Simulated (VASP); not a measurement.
Wanted: the native input for a VASP 6.6.1 run.

- Task: single point
- Functional: PBE
- Potentials or basis: VASP PAW PBE potentials, release 64 (K_sv, Au)
- Cutoff: 520 eV
- k mesh: 3 × 3 × 4
- Occupations: gaussian, width 0.1 eV
- Spin: no spin polarisation
- Dipole correction: no
- Further INCAR settings: ALGO = Normal; EDIFF = 1e-06; NBANDS = 37

The structure of K5Au lies in POSCAR:

```
K5Au
1.0
    6.8840182300      0.0000000000      0.0000000000
   -3.4420091100      5.9617346700      0.0000000000
    0.0000000000      0.0000000000      5.4242331300
K Au
5 1
Direct
    0.3333333300      0.6666666700      0.0000000000
    0.6666666700      0.3333333300      0.0000000000
    0.5354683900      0.0709367800      0.5000000000
    0.5354683900      0.4645316100      0.5000000000
    0.9290632200      0.4645316100      0.5000000000
    0.0000000000      0.0000000000      0.0000000000
```

One way to write it, as run:

INCAR

```
SYSTEM = K5Au
PREC     = Accurate       ! precision mode
ENCUT    = 520            ! plane-wave cutoff, eV
EDIFF    = 1E-6           ! SCF threshold, eV
ISMEAR   = 0              ! smearing method
SIGMA    = 0.1            ! smearing width, eV
LREAL    = .False.        ! projectors in reciprocal space
LASPH    = .True.         ! aspherical terms in the spheres
NELM     = 60             ! most SCF steps
ALGO     = Normal         ! electronic algorithm
ISIF     = 2              ! what is computed and relaxed
LWAVE    = .False.        ! write WAVECAR
LCHARG   = .True.         ! write CHGCAR
GGA      = PE             ! functional
LELF     = .True.         ! ELF
LVHAR    = .True.       
NBANDS   = 37             ! bands
```

KPOINTS

```
Automatic mesh
0
Gamma
  3 3 4
  0 0 0
```

Potentials or basis: VASP PAW PBE potentials, release 64 (K_sv, Au).

Run with:

```console
$ cat potpaw_PBE.64/K_sv/POTCAR potpaw_PBE.64/Au/POTCAR > POTCAR
$ mpirun -np 1 vasp_std > vasp.out
```

Results of the run:

* Pressure: 6.1 GPa
* Largest force: 2.971 eV/Å
* Band gap on the k mesh: zero (bands 28 and 29 overlap by 0.77 eV)

Caveat: the stress differs along the axes, from 4 to 10 GPa; spin-orbit coupling is left out, which moves the levels of the heavy elements; forces of over 1 eV/Å act on the atoms, so gaps and moduli don't describe the material at rest.

Run time: 110 s on 1 thread of Oxide Virtual Turin-like Processor, on a shared host, peak memory 0.31 GiB.
